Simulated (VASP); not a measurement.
Wanted: the native input for a VASP 6.6.1 run.

```
Task                   : single point
Functional             : PBE
Potentials or basis    : VASP PAW PBE potentials, release 64 (Al, In_d)
Cutoff                 : 520 eV
k mesh                 : 10 × 10 × 5
Occupations            : fermi-dirac, width 0.05 eV
Spin                   : no spin polarisation
Dipole correction      : no
Further INCAR settings : ALGO = Normal; EDIFF = 1e-06; NBANDS = 15
```

The structure of AlIn lies in POSCAR:

```
AlIn
1.0
    3.0743566159      0.0000000000      0.0000000000
   -1.5371833411      2.6624768019      0.0000000000
    0.0000000000      0.0000000000      5.8666172838
Al In
1 1
Direct
    0.0000000000      0.0000000000      0.0000000000
    0.0000000000      0.0000000000      0.5000000000
```

This cell differs from its parent crystal: volume scaled by 1.02.

The input as run:

INCAR

```
SYSTEM = AlIn
PREC     = Accurate       ! precision mode
ENCUT    = 520            ! plane-wave cutoff, eV
EDIFF    = 1E-6           ! SCF threshold, eV
ISMEAR   = -1             ! smearing method
SIGMA    = 0.05           ! smearing width, eV
LREAL    = .FALSE.        ! projectors in reciprocal space
LASPH    = .TRUE.         ! aspherical terms in the spheres
NELM     = 100            ! most SCF steps
ALGO     = Normal         ! electronic algorithm
ISIF     = 2              ! what is computed and relaxed
LWAVE    = .FALSE.        ! write WAVECAR
LCHARG   = .FALSE.        ! write CHGCAR
GGA      = PE             ! functional
NBANDS   = 15             ! bands
```

KPOINTS

```
Automatic mesh
0
G
  10 10 5
  0 0 0
```

Potentials or basis: VASP PAW PBE potentials, release 64 (Al, In_d).

The run is started by

```bash
$ cat potpaw_PBE.64/Al/POTCAR potpaw_PBE.64/In_d/POTCAR > POTCAR
$ mpirun -np 1 vasp_std > vasp.out
```

It gave:

```
Pressure               : -1.0 GPa
Band gap on the k mesh : zero (band 8 reaches 8.01 eV, above the bottom of band 9 at 4.49 eV)
```

Caveat: spin-orbit coupling is left out, which moves the levels of the heavy elements.

Run time: 40 s on 1 thread of AMD EPYC 7R13, on a shared host, peak memory 0.15 GiB.
